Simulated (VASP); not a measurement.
Here is a VASP 6.6.1 calculation.

Contents of INCAR:

```
PREC = Accurate ; ENCUT = 500
EDIFF = 1E-6 ; ISMEAR = 0
SIGMA = 0.03 ; LREAL = False
LASPH = True ; NELM = 120
ALGO = Normal ; ISIF = 2
LWAVE = False ; LCHARG = False
GGA = PE ; IVDW = 12
NBANDS = 20 ; GGA_COMPAT = False
```

The input KPOINTS:

```
Automatic mesh
0
Gamma
  12 12 6
```

POSCAR

```
SnSe2
1.0
    3.8400433021      0.0000000000      0.0000000000
   -1.9200216511      3.3255750513      0.0000000000
    0.0000000000      0.0000000000      4.7118000000
Sn Se
1 2
Direct
    0.0000000000      0.0000000000      0.0000000000
    0.3333333333      0.6666666667      0.2651331237
    0.6666666667      0.3333333333      0.7348668763
```

Potentials or basis: VASP PAW PBE potentials, release 64 (Sn_d, Se).

Launch:

```bash
$ cat potpaw_PBE.64/Sn_d/POTCAR potpaw_PBE.64/Se/POTCAR > POTCAR
$ mpirun -np 1 vasp_std > vasp.out
```

(1) Predict the largest force.

(2) What does it give for the dispersion energy per atom?

(3) What does it give for the pressure?

(4) Estimate the band gap on the k mesh.

Answers

(1) 3.036 eV/Å.

(2) -0.468 eV.

(3) 26.9 GPa.

(4) zero (band 13 reaches 8.58 eV, above the bottom of band 14 at 8.29 eV).

Caveat: spin-orbit coupling is left out, which moves the levels of the heavy elements; pairwise dispersion overbinds metals, which lowers pressure and volume; forces of over 1 eV/Å act on the atoms, so gaps and moduli don't describe the material at rest.
